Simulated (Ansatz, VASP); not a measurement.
# HfN in VASP and in Ansatz

```
CELL_PARAMETERS angstrom
0.00000 2.43972 2.25900
2.43972 0.00000 2.25900
2.43972 2.43972 0.00000
ATOMIC_POSITIONS crystal
Hf 0.00000 0.00000 0.00000
N 0.50000 0.50000 0.50000
```

Change from the starting cell: strain +0.080 along x and y, +0.000 along z, atoms carried along.

Alike in both runs: task single point; functional PBEsol; k mesh 18 × 18 × 18; occupations gaussian, width 0.15 eV; no spin polarisation.

|  | VASP | Ansatz |
| --- | --- | --- |
| version | VASP 6.6.1 | Ansatz 0.2.0 |
| potentials or method | VASP PAW PBE potentials, release 64 (Hf_pv, N), cutoff 520 eV | scalar-relativistic, plane waves, PAW |
| valence electrons in the cell | 15 | 31 |

Ansatz gave:

```
gap on the k mesh at the Fermi level (eV)                     : none
pressure (GPa)                                                : -30.2
traceless stress, the component that is largest in VASP (GPa) : 12.55
```

Question: What did VASP give for the same quantities?

Answer: gap on the k mesh at the Fermi level (eV): none; pressure (GPa): -31.9; traceless stress, the component that is largest in VASP (GPa): 12.29.

VASP's potentials were made for PBE, not for PBEsol. A gap of «none» marks a metal or a gap that the smearing closes. Both programs put the cell under strong tension, so it lies far from rest at this level. With one functional, cell and mesh, what is left measures potentials, basis and numerics. VASP's potentials hold 15 valence electrons a cell and Ansatz's 31, so a difference there can come from the potentials and not from the codes.

Neither program's run includes spin-orbit coupling. Noted on VASP's run: the cell as given lies far from equilibrium.
